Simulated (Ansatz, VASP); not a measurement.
**One calculation of RbAuBr3, two programs**

```
Rb Au Br
1.0
     5.23344    0.00000    0.00000
     0.00000    5.23344    0.00000
     0.00000    0.00000    5.23344
Rb Au Br
1 1 3
Cartesian
  2.6167 2.6167 2.6167
  0.0000 0.0000 0.0000
  2.6167 0.0000 0.0000
  0.0000 0.0000 2.6167
  0.0000 2.6167 0.0000
```

Alike in both runs: functional LDA; k mesh 8 × 8 × 8; occupations gaussian, width 0.1 eV; no spin polarisation.

Ansatz relaxed the structure, and its values are those at the end. VASP's run is a single point on that final structure, the one shown.

```csv
,VASP,Ansatz
version,VASP 6.6.1,Ansatz 0.2.0
potentials or method,"VASP PAW LDA potentials, release 64 (Rb_sv, Au, Br), cutoff 520 eV","scalar-relativistic, plane waves, PAW"
valence electrons in the cell,41,49
```

```tsv
	VASP	Ansatz	Ansatz less VASP
gap on the k mesh at the Fermi level (eV)	none	none	-
pressure (GPa)	0.1	0.0	-0.10
```

LDA's correlation is that of Perdew and Zunger in VASP and of Perdew and Wang (1992) in Ansatz. A gap of «none» marks a metal or a gap that the smearing closes. VASP's potentials hold 41 valence electrons a cell and Ansatz's 49, so a difference there can come from the potentials and not from the codes.

Neither program's run includes spin-orbit coupling.
